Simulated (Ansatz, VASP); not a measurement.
## LiF: VASP beside Ansatz

The input INCAR:

```
ALGO = Normal
EDIFF = 1E-7
EDIFFG = -0.005
ENCUT = 750
GGA = PS
GGA_COMPAT = F
IBRION = 2
ISIF = 3
ISMEAR = 0
LASPH = T
LCHARG = F
LREAL = F
LWAVE = F
NELM = 120
NELMIN = 4
NSW = 70
PREC = Accurate
SIGMA = 0.02
```

File KPOINTS:

```
k-points
0
Gamma
  10 10 10
```

File POSCAR:

```
LiF
1.0
    0.0000000000      2.0335339274      2.0335339274
    2.0335339274      0.0000000000      2.0335339274
    2.0335339274      2.0335339274      0.0000000000
Li F
1 1
Direct
    0.0000000000      0.0000000000      0.0000000000
    0.5000000000      0.5000000000      0.5000000000
```

Input for Ansatz:

```yaml
crystal:
  lattice:
    - [0.0, 2.0335339274, 2.0335339274]
    - [2.0335339274, 0.0, 2.0335339274]
    - [2.0335339274, 2.0335339274, 0.0]
  atoms:
    - { symbol: Li, position: [0.0, 0.0, 0.0] }
    - { symbol: F, position: [0.5, 0.5, 0.5] }
basis:
  ecutwfc: 420
kpoints:
  mp_grid: { grid: [10, 10, 10] }
hamiltonian:
  xc: pbesol
scf:
  occupations: { method: gaussian, width: 0.02 }
output:
  forces: true
  stress: true
  eigenvalues: true
relax:
  adjacent_minimum: "off"
  f_tol: 0.005
  max_steps: 50
  cell: { stress_tol: 0.05 }
```

Alike in both runs: task relaxation of cell and atoms; functional PBEsol; k mesh 10 × 10 × 10; occupations gaussian, width 0.02 eV; no spin polarisation.

|  | VASP | Ansatz |
| --- | --- | --- |
| version | VASP 6.6.1 | Ansatz 0.2.0 |
| potentials or method | VASP PAW PBE potentials, release 64 (Li_sv, F), cutoff 750 eV | scalar-relativistic, plane waves, PAW |
| valence electrons in the cell | 10 | 10 |

VASP gave:

- gap on the k mesh at the Fermi level, each at its own relaxed structure (eV): 9.08
- relaxed volume (Å³/atom): 8.01
- relaxed cell length with the largest relative difference (Å): 2.830

**Question.** Estimate Ansatz's values.

**Answer.** gap on the k mesh at the Fermi level, each at its own relaxed structure (eV): 9.05; relaxed volume (Å³/atom): 8.05; relaxed cell length with the largest relative difference (Å): 2.834.

VASP's potentials were made for PBE, not for PBEsol.
